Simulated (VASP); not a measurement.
The system is Co.

```
Co
1.0
     0.00000    1.81400    1.81400
     1.81400    0.00000    1.81400
     1.81400    1.81400    0.00000
Co
1
Direct
  0.00000 0.00000 0.00000
```

Base run:

- Program: VASP 6.6.1
- Functional: PBE
- Potentials or basis: VASP PAW PBE potentials, release 64 (Co)
- Cutoff: 520 eV
- k mesh: 11 × 11 × 11
- Occupations: fermi-dirac, width 0.1 eV
- Spin: collinear spin, ferromagnetic start
- Starting moments: [3.0] μB

Its results: pressure -15.7 GPa; site moments Co +1.71 μB.

Problem. After a change of settings the same cell gave: pressure 1.6 GPa; site moments Co +2.47 μB. Which change was it?
A. moments at the start from [3.0] to [2.12]; fixed moment from none to 2.12 μB
B. moments at the start from [3.0] to [1.7]; fixed moment from none to 1.7 μB
C. moments at the start from [3.0] to [2.55]; fixed moment from none to 2.55 μB

Solution. C.

Caveats: the total moment is fixed, so each spin has its own Fermi level (some runs).
